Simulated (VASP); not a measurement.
Set up this calculation in VASP 6.6.1, as the native input.

| Quantity | Value |
| --- | --- |
| Task | single point |
| Functional | r2SCAN |
| Potentials or basis | VASP PAW PBE potentials, release 64 (Ga_d, N_h) |
| Cutoff | 910 eV |
| k mesh | 10 × 10 × 10 |
| Occupations | gaussian, width 0.02 eV |
| Spin | no spin polarisation |
| Dipole correction | no |
| Further INCAR settings | ALGO = Normal; EDIFF = 1e-06; NBANDS = 16 |

GaN:

```
Ga N
1.0
     0.00000    2.22622    2.22622
     2.22622    0.00000    2.22622
     2.22622    2.22622    0.00000
Ga N
1 1
Direct
  0.00000 0.00000 0.00000
  0.75000 0.75000 0.75000
```

These files were run (other wordings do the same):

POSCAR

```
GaN
1.0
    0.0000000000      2.2262186649      2.2262186649
    2.2262186649      0.0000000000      2.2262186649
    2.2262186649      2.2262186649      0.0000000000
Ga N
1 1
Direct
    0.0000000000      0.0000000000      0.0000000000
    0.7500000000      0.7500000000      0.7500000000
```

INCAR.step1

```
SYSTEM = GaN
ALGO = Normal
EDIFF = 1E-5
ENCUT = 910
GGA = PE
GGA_COMPAT = .False.
ISMEAR = 0
LASPH = .True.
LCHARG = .False.
LREAL = .False.
LWAVE = .True.
NBANDS = 16
NELM = 120
PREC = Accurate
SIGMA = 0.02
```

INCAR.step2

```
SYSTEM = GaN
ALGO = Normal
EDIFF = 1E-6
ENCUT = 910
GGA_COMPAT = .False.
ISIF = 2
ISMEAR = 0
ISTART = 1
LASPH = .True.
LCHARG = .False.
LMIXTAU = .True.
LREAL = .False.
LWAVE = .False.
METAGGA = R2SCAN
NBANDS = 16
NELM = 120
PREC = Accurate
SIGMA = 0.02
```

KPOINTS

```
k-points
0
Gamma
  10 10 10
  0 0 0
```

Potentials or basis: VASP PAW PBE potentials, release 64 (Ga_d, N_h).

Launch:

```console
$ cat potpaw_PBE.64/Ga_d/POTCAR potpaw_PBE.64/N_h/POTCAR > POTCAR
$ cp INCAR.step1 INCAR
$ mpirun -np 1 vasp_std > vasp.out
$ cp INCAR.step2 INCAR
$ mpirun -np 1 vasp_std > vasp.out
```

It gave:

```
Pressure               : 7.5 GPa
Band gap on the k mesh : 2.36 eV
```

Caveat: the cutoff is under 1.25 times the usual one of these potentials, so pressure, stress and relaxed cells hold a basis-set (Pulay) error; the cell stands under pressure; the PAW data sets were made with another functional, which shifts forces and pressure a little.

Wall time 2.3 min on 1 thread of Intel(R) Xeon(R) Platinum 8259CL CPU @ 2.50GHz (Skylake/Cascade Lake), with other jobs on the host, peak memory 0.21 GiB.
